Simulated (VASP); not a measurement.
# GePt (Pm-3m) in VASP: notebook, part 2 of 2

VASP 6.6.1. Earlier steps stand in the parts before.

**4. Relaxation of cell and atoms, PBE**

This run uses another cell than the first one, of 17.79 Å³/atom, 1.090 times its volume.

The input, INCAR:

```
PREC = Accurate ; ENCUT = 600
EDIFF = 1E-6 ; ISMEAR = 0
SIGMA = 0.1 ; LREAL = F
LASPH = T ; NELM = 100
ALGO = Normal ; ISIF = 3
LWAVE = F ; LCHARG = F
GGA = PE ; IBRION = 2
NSW = 90 ; EDIFFG = -0.04
```

The input, KPOINTS:

```
Automatic mesh
0
Gamma
  6 6 6
```

The input, POSCAR:

```
GePt
1.0
    3.2890073200      0.0000000000      0.0000000000
    0.0000000000      3.2890073200      0.0000000000
    0.0000000000      0.0000000000      3.2890073200
Ge Pt
1 1
Direct
    0.5000000000      0.5000000000      0.5000000000
    0.0000000000      0.0000000000      0.0000000000
```

Potentials or basis: VASP PAW PBE potentials, release 64 (Ge_d, Pt).

Started as:

```console
$ cat potpaw_PBE.64/Ge_d/POTCAR potpaw_PBE.64/Pt/POTCAR > POTCAR
$ mpirun -np 1 vasp_std > vasp.out
```

OUTCAR:

```text
PREC = Accurate
   ENCUT = 600
   EDIFF = 1E-6
   ISMEAR = 0
   LREAL = F
   LASPH = T
   NELM = 100
   ISIF = 3
   GGA = PE
   IBRION = 2
   NSW = 90
   EDIFFG = -0.04

 ion  position               nearest neighbor table
   1  0.500  0.500  0.500-   2 2.85   2 2.85   2 2.85   2 2.85   2 2.85   2 2.85   2 2.85   2 2.85

   2  0.000  0.000  0.000-   1 2.85   1 2.85   1 2.85   1 2.85   1 2.85   1 2.85   1 2.85   1 2.85

  LATTYP: Found a simple cubic cell.
 ALAT       =     3.2890073200

  Lattice vectors:

 A1 = (   3.2890073200,   0.0000000000,   0.0000000000)
 A2 = (   0.0000000000,   3.2890073200,   0.0000000000)
 A3 = (   0.0000000000,   0.0000000000,   3.2890073200)

Analysis of symmetry for initial positions (statically):
=====================================================================
 Subroutine PRICEL returns:
 Original cell was already a primitive cell.

 Routine SETGRP: Setting up the symmetry group for a
 simple cubic supercell.

 Subroutine GETGRP returns: Found 48 space group operations
 (whereof 48 operations were pure point group operations)
 out of a pool of 48 trial point group operations.

The static configuration has the point symmetry O_h .

Analysis of symmetry for dynamics (positions and initial velocities):
=====================================================================
 Subroutine PRICEL returns:
 Original cell was already a primitive cell.

 Routine SETGRP: Setting up the symmetry group for a
 simple cubic supercell.

 Subroutine GETGRP returns: Found 48 space group operations
 (whereof 48 operations were pure point group operations)
 out of a pool of 48 trial point group operations.

The dynamic configuration has the point symmetry O_h .

 Subroutine INISYM returns: Found 48 space group operations
 (whereof 48 operations are pure point group operations),
 and found     1 'primitive' translations

----------------------------------------------------------------------------------------

                                     Primitive cell

  volume of cell :      35.5791

  direct lattice vectors                    reciprocal lattice vectors
     3.289007320  0.000000000  0.000000000     0.304043106  0.000000000  0.000000000
     0.000000000  3.289007320  0.000000000     0.000000000  0.304043106  0.000000000
     0.000000000  0.000000000  3.289007320     0.000000000  0.000000000  0.304043106

  length of vectors
     3.289007320  3.289007320  3.289007320     0.304043106  0.304043106  0.304043106

  position of ions in fractional coordinates (direct lattice)
     0.500000000  0.500000000  0.500000000
     0.000000000  0.000000000  0.000000000

  ion indices of the primitive-cell ions
   primitive index   ion index
                 1           1
                 2           2

----------------------------------------------------------------------------------------

 KPOINTS: Automatic mesh

Automatic generation of k-mesh.
 Grid dimensions read from file:
 generate k-points for:    6    6    6

 Generating k-lattice:

  Cartesian coordinates                     Fractional coordinates (reciprocal lattice)
     0.050673851  0.000000000  0.000000000     0.166666667  0.000000000  0.000000000
     0.000000000  0.050673851  0.000000000     0.000000000  0.166666667  0.000000000
     0.000000000  0.000000000  0.050673851     0.000000000  0.000000000  0.166666667

  Length of vectors
     0.050673851  0.050673851  0.050673851

  Shift w.r.t. Gamma in fractional coordinates (k-lattice)
     0.000000000  0.000000000  0.000000000

 Subroutine IBZKPT returns following result:
 ===========================================

 Found     20 irreducible k-points:

 Following reciprocal coordinates:
            Coordinates               Weight
  0.000000  0.000000  0.000000      1.000000
  0.166667  0.000000  0.000000      6.000000
  0.333333  0.000000  0.000000      6.000000
  0.500000  0.000000  0.000000      3.000000
  0.166667  0.166667  0.000000     12.000000
  0.333333  0.166667  0.000000     24.000000
[... 12 lines left out ...]
  0.500000  0.500000  0.333333      6.000000
  0.500000  0.500000  0.500000      1.000000
   k-points           NKPTS =     20   k-points in BZ     NKDIM =     20   number of bands    NBANDS=     16
   number of dos      NEDOS =    301   number of ions     NIONS =      2
   total plane-waves  NPLWV =  21952
   dimension x,y,z NGX =    28 NGY =   28 NGZ =   28
   dimension x,y,z NGXF=    56 NGYF=   56 NGZF=   56
   ions per type =               1   1
   NGX,Y,Z   is equivalent  to a cutoff of  14.15, 14.15, 14.15 a.u.
   NGXF,Y,Z  is equivalent  to a cutoff of  28.31, 28.31, 28.31 a.u.
 SYSTEM =  unknown system
   PREC   = accura    normal or accurate (medium, high low for compatibility)
   ISTART =      0    job   : 0-new  1-cont  2-samecut
   ICHARG =      2    charge: 1-file 2-atom 10-const
   ISPIN  =      1    spin polarized calculation?
   LNONCOLLINEAR =      F non collinear calculations
   LSORBIT =      F    spin-orbit coupling
   LASPH  =      T    aspherical Exc in radial PAW
   ENCUT  =  600.0 eV  44.10 Ry    6.64 a.u.   6.57  6.57  6.57*2*pi/ulx,y,z
   NELM   =    100;   NELMIN=  2; NELMDL= -5     # of ELM steps
   EDIFF  = 0.1E-05   stopping-criterion for ELM
   LREAL  =      F    real-space projection
   EDIFFG = -.4E-01   stopping-criterion for IOM
   NSW    =     90    number of steps for IOM
   IBRION =      2    ionic relax: 0-MD 1-quasi-New 2-CG
   NFREE  =      1    steps in history (QN), initial steepest desc. (CG)
   ISIF   =      3    stress and relaxation
   ISYM   =      2    0-nonsym 1-usesym 2-fastsym
   POTIM  = 0.5000    time-step for ionic-motion
   TEBEG  =    0.0;   TEEND  =   0.0 temperature during run
   PSTRESS=    0.0 pullay stress
   NELECT =      24.0000    total number of electrons
   NUPDOWN=      -1.0000    fix difference up-down
   EMIN   =  10.00;   EMAX   =-10.00  energy-range for DOS
   EFERMI =   0.00;   METHOD = LEGACY
   ISMEAR =     0;   SIGMA  =   0.10  broadening in eV -4-tet -1-fermi 0-gaus
   EFERMI_NEDOS =   21; number of points for ismear=-14 and -15
   IALGO  =     38    algorithm
   IMIX   =      4    mixing-type and parameters
     AMIX     =   0.40;   BMIX     =  1.00
     AMIX_MAG =   1.60;   BMIX_MAG =  1.00
  volume/ion in A,a.u.               =      17.79       120.05
  Fermi-wavevector in a.u.,A,eV,Ry     =   1.435755  2.713184 28.046955  2.061393
  Thomas-Fermi vector in A             =   2.555019
   LORBIT       =      0    0 simple, 1 ext, 2 COOP (PROOUT), +10 PAW based schemes
   GGA     = PE    functional components
   LHFCALC =     F    Hartree Fock is set to
   AEXX    =    0.0000 exact exchange contribution
   IVDW    =     0    specifies the selected vdW correction
   LEPSILON=     F    determine dielectric tensor
   LRPA    =     F    only Hartree local field effects (RPA)
 conjugate gradient relaxation of ions
 non-spin polarized calculation
 Gauss-broadening in eV      SIGMA  =   0.10
  energy-cutoff  :      600.00
  volume of cell :       35.58
 maximum number of plane-waves:      1213
 NGX is ok and might be reduce to    28
   NGX = 13   NGY = 13   NGZ = 13

--------------------------------------- Ionic step        1  -------------------------------------------

 number of electron      23.9999986 magnetization

 Free energy of the ion-electron system (eV)
  ---------------------------------------------------
  ext. energy  EPLUGINS =         0.00000000
  ---------------------------------------------------
  free energy    TOTEN  =       -10.70243698 eV

  energy without entropy =      -10.69046700  energy(sigma->0) =      -10.69645199

------------------------ aborting loop because EDIFF is reached ----------------------------------------

  FORCE on cell =-STRESS in cart. coord.  units (eV):
  Direction    XX          YY          ZZ          XY          YZ          ZX
  --------------------------------------------------------------------------------------
  -------------------------------------------------------------------------------------
  Total       -2.0915105     -2.0915105     -2.0915105     -0.0000000      0.0000000     -0.0000000
  in kB      -94.1837794    -94.1837794    -94.1837794     -0.0000000      0.0000000     -0.0000000
  external PRESSURE =     -94.1837794 kB  Pullay stress =       0.0000000 kB
[... 23 lines left out ...]
--------------------------------------- Ionic step        2  -------------------------------------------

 number of electron      23.9999989 magnetization

 E-fermi :  10.5910     XC(G=0): -12.9121

 val. band max:       10.3714692667   @ k =   0.3333   0.3333   0.1667
 cond. band min:      10.6466000620   @ k =   0.3333   0.3333   0.1667
 fundamental gap:      0.2751307953
 Fermi energy:        10.5909846910

 k-point     1 :       0.0000    0.0000    0.0000
  band No.  band energies     occupation
      1     -14.5790      2.00000
      2     -14.5790      2.00000
      3     -14.5182      2.00000
      4     -14.5182      2.00000
      5     -14.5182      2.00000
      6      -2.9532      2.00000
[... 404 lines left out ...]
--------------------------------------- Ionic step        3  -------------------------------------------

 number of electron      24.0000008 magnetization

 Free energy of the ion-electron system (eV)
  ---------------------------------------------------
  ext. energy  EPLUGINS =         0.00000000
  ---------------------------------------------------
  free energy    TOTEN  =       -10.80268714 eV

  energy without entropy =      -10.79619874  energy(sigma->0) =      -10.79944294

 E-fermi :   9.4058     XC(G=0): -12.5233

 val. band max:        9.3144159671   @ k =   0.5000   0.5000   0.0000
 cond. band min:       9.4461586502   @ k =   0.5000   0.3333   0.1667
 fundamental gap:      0.1317426832
 Fermi energy:         9.4057642502

 k-point     1 :       0.0000    0.0000    0.0000
  band No.  band energies     occupation
      1     -15.5451      2.00000
      2     -15.5451      2.00000
      3     -15.4970      2.00000
      4     -15.4970      2.00000
      5     -15.4970      2.00000
      6      -3.3194      2.00000
[... 398 lines left out ...]
  FREE ENERGIE OF THE ION-ELECTRON SYSTEM (eV)
  ---------------------------------------------------
  free  energy   TOTEN  =       -10.8026871441 eV

  energy  without entropy=      -10.7961987399  energy(sigma->0) =      -10.79944294

 reached required accuracy - stopping structural energy minimisation
```

Run time: 17 s. Hardware: 1 thread of AMD EPYC 9R45 (Zen 5), shared host; peak memory 0.14 GiB.

Results:

```
Free energy                            : -10.8027 eV
Relaxed volume                         : 16.31 Å³/atom
Relaxed cell                           : a = 3.195 Å, b = 3.195 Å, c = 3.195 Å, α = 90.00°, β = 90.00°, γ = 90.00°
Space group after relaxing (to 0.05 Å) : Pm-3m (No. 221)
Energy gained by relaxing              : 50.1 meV/atom
Ionic steps                            : 3
Pressure after relaxing                : -0.2 GPa
Band gap on the k mesh                 : zero (band 12 reaches 11.90 eV, above the bottom of band 13 at 8.26 eV)
```

Step by step:
```
step  energy change (eV)  largest force (eV/Å)  pressure (GPa)  volume (Å³)
   1              0.0000                0.0000           -9.42        35.58
   2             -0.0262                0.0000           11.69        30.46
   3             -0.1003                0.0000           -0.16        32.62
```

Final structure:
```
Ge Pt
1.0
     3.19503    0.00000    0.00000
     0.00000    3.19503    0.00000
     0.00000    0.00000    3.19503
Ge Pt
1 1
Direct
  0.50000 0.50000 0.50000
  0.00000 0.00000 0.00000
```

Levels at points of the mesh, in eV from the Fermi level:
```
           k point  band 8  band 9  band 10  band 11  band 12  band 13  band 14  band 15  band 16
(0.00, 0.00, 0.00)   -4.71   -2.25    -2.25    -2.25     1.82     1.82     1.82     4.32     9.91
(0.50, 0.00, 0.00)   -4.31   -3.80    -3.80    -2.15    -0.98     6.58     6.58     7.51     7.83
(0.50, 0.50, 0.00)   -3.93   -3.93    -3.09    -3.09    -1.25    -0.09     1.02     4.96    11.06
(0.50, 0.50, 0.50)   -6.21   -5.44    -1.19    -1.19     2.50     2.50     2.50     4.02     4.02
```

Caveat: spin-orbit coupling is left out, which moves the levels of the heavy elements.

**5. Single point, PBE**

This run uses another cell than the first one, of 16.24 Å³/atom, 0.995 times its volume.

The input, INCAR:

```
PREC     = Accurate       # precision mode
ENCUT    = 520            # plane-wave cutoff, eV
EDIFF    = 1E-6           # SCF threshold, eV
ISMEAR   = 0              # smearing method
SIGMA    = 0.1            # smearing width, eV
LREAL    = F              # projectors in reciprocal space
LASPH    = T              # aspherical terms in the spheres
NELM     = 60             # most SCF steps
ALGO     = Normal         # electronic algorithm
ISIF     = 2              # what is computed and relaxed
LWAVE    = F              # write WAVECAR
LCHARG   = F              # write CHGCAR
GGA      = PE             # functional
NBANDS   = 19             # bands
```

The input, KPOINTS:

```
regular mesh
0
Gamma
  18 18 18
```

The input, POSCAR:

```
GePt
1.0
    3.1905833709      0.0000000000      0.0000000000
    0.0000000000      3.1905833709      0.0000000000
    0.0000000000      0.0000000000      3.1905833709
Ge Pt
1 1
Direct
    0.5000000000      0.5000000000      0.5000000000
    0.0000000000      0.0000000000      0.0000000000
```

Started as:

```console
$ cat potpaw_PBE.64/Ge_d/POTCAR potpaw_PBE.64/Pt/POTCAR > POTCAR
$ mpirun -np 1 vasp_std > vasp.out
```

Wall time 50 s (1 thread of AMD EPYC 9R45 (Zen 5), shared host); peak memory 0.22 GiB.

The run converged. Its results:

```yaml
Free_energy: -10.8579 eV
Pressure: 0.0 GPa
Band_gap_on_the_k_mesh: zero (band 12 reaches 11.96 eV, above the bottom of band 13 at 8.33 eV)
```

Levels at points of the mesh, in eV from the Fermi level:
| k point | band 10 | band 11 | band 12 | band 13 | band 14 | band 15 |
| --- | --- | --- | --- | --- | --- | --- |
| (0.00, 0.00, 0.00) | -2.22 | -2.22 | 1.86 | 1.86 | 1.86 | 4.40 |
| (0.50, 0.00, 0.00) | -3.78 | -2.12 | -0.94 | 6.65 | 6.65 | 7.54 |
| (0.50, 0.50, 0.00) | -3.06 | -3.06 | -1.21 | -0.04 | 1.07 | 5.00 |
| (0.50, 0.50, 0.50) | -1.15 | -1.15 | 2.53 | 2.53 | 2.53 | 4.08 |

Caveat: spin-orbit coupling is left out, which moves the levels of the heavy elements.

**6. Relaxation of cell and atoms, PBE**

The input, INCAR:

```
PREC = Accurate
ENCUT = 600
EDIFF = 1E-7
ISMEAR = 0
SIGMA = 0.1
LREAL = F
LASPH = T
NELM = 60
ALGO = Normal
ISIF = 3
LWAVE = F
LCHARG = F
GGA = PE
IBRION = 2
NSW = 100
EDIFFG = -0.01
```

The input, KPOINTS:

```
Automatic mesh
0
Gamma
  18 18 18
```

The input, POSCAR:

```
GePt
1.0
    3.1954997433      0.0000000000      0.0000000000
    0.0000000000      3.1954997433      0.0000000000
    0.0000000000      0.0000000000      3.1954997433
Ge Pt
1 1
Direct
    0.5000000000      0.5000000000      0.5000000000
    0.0000000000      0.0000000000      0.0000000000
```

Potentials or basis: VASP PAW PBE potentials, release 64 (Ge_d, Pt).

Started as:

```console
$ cat potpaw_PBE.64/Ge_d/POTCAR potpaw_PBE.64/Pt/POTCAR > POTCAR
$ mpirun -np 1 vasp_std > vasp.out
```

Run time: 2.2 min. Hardware: 1 thread of Intel Xeon 6975P-C (Granite Rapids), shared host; peak memory 0.29 GiB.

The run converged. Its results:

| Quantity | Value |
| --- | --- |
| Free energy | -10.8580 eV |
| Relaxed volume | 16.25 Å³/atom |
| Relaxed cell | a = 3.191 Å, b = 3.191 Å, c = 3.191 Å, α = 90.00°, β = 90.00°, γ = 90.00° |
| Space group after relaxing (to 0.05 Å) | Pm-3m (No. 221) |
| Energy gained by relaxing | 0.1 meV/atom |
| Ionic steps | 3 |
| Pressure after relaxing | 0.0 GPa |
| Band gap on the k mesh | zero (band 12 reaches 11.96 eV, above the bottom of band 13 at 8.32 eV) |

The path:
| step | energy change (eV) | largest force (eV/Å) | pressure (GPa) | volume (Å³) |
| --- | --- | --- | --- | --- |
| 1 | 0.0000 | 0.0000 | -0.62 | 32.63 |
| 2 | 0.0001 | 0.0000 | 0.71 | 32.33 |
| 3 | -0.0003 | 0.0000 | 0.00 | 32.49 |

Final structure:
```
CELL_PARAMETERS angstrom
3.19104 0.00000 0.00000
0.00000 3.19104 0.00000
0.00000 0.00000 3.19104
ATOMIC_POSITIONS crystal
Ge 0.50000 0.50000 0.50000
Pt 0.00000 0.00000 0.00000
```

Levels at points of the mesh, in eV from the Fermi level:
```
           k point  band 8  band 9  band 10  band 11  band 12  band 13  band 14  band 15  band 16
(0.00, 0.00, 0.00)   -4.69   -2.21    -2.21    -2.21     1.86     1.86     1.86     4.40     9.96
(0.50, 0.00, 0.00)   -4.29   -3.78    -3.78    -2.12    -0.94     6.65     6.65     7.54     7.89
(0.50, 0.50, 0.00)   -3.91   -3.91    -3.06    -3.06    -1.21    -0.04     1.07     5.00    11.11
(0.50, 0.50, 0.50)   -6.20   -5.41    -1.15    -1.15     2.53     2.53     2.53     4.08     4.08
```

Caveat: spin-orbit coupling is left out, which moves the levels of the heavy elements.

**7. The runs side by side**

| task | cell | k mesh | cutoff (eV) | gap on the mesh (eV) | pressure (GPa) | relaxed volume (Å³/atom) |
| --- | --- | --- | --- | --- | --- | --- |
| single point | a = 3.195 Å, 2 atoms | 6 × 6 × 6 | 520 | none | -0.2 | - |
| single point | a = 3.289 Å, 2 atoms | 6 × 6 × 6 | 520 | none | -9.5 | - |
| relaxation of cell and atoms | relaxed from a = 3.289 Å, 2 atoms | 6 × 6 × 6 | 600 | none | -0.2 | 16.31 |
| single point | a = 3.191 Å, 2 atoms | 18 × 18 × 18 | 520 | none | 0.0 | - |
| relaxation of cell and atoms | relaxed from a = 3.195 Å, 2 atoms | 18 × 18 × 18 | 600 | none | 0.0 | 16.25 |

Alike in all rows: level PBE; potentials or basis VASP PAW PBE potentials, release 64 (Ge_d, Pt); no spin polarisation; smearing gaussian 0.1 eV.

Caveats: spin-orbit coupling is left out, which moves the levels of the heavy elements.

Total energies depend on the potentials used, so only differences within one code and one set of settings carry meaning.
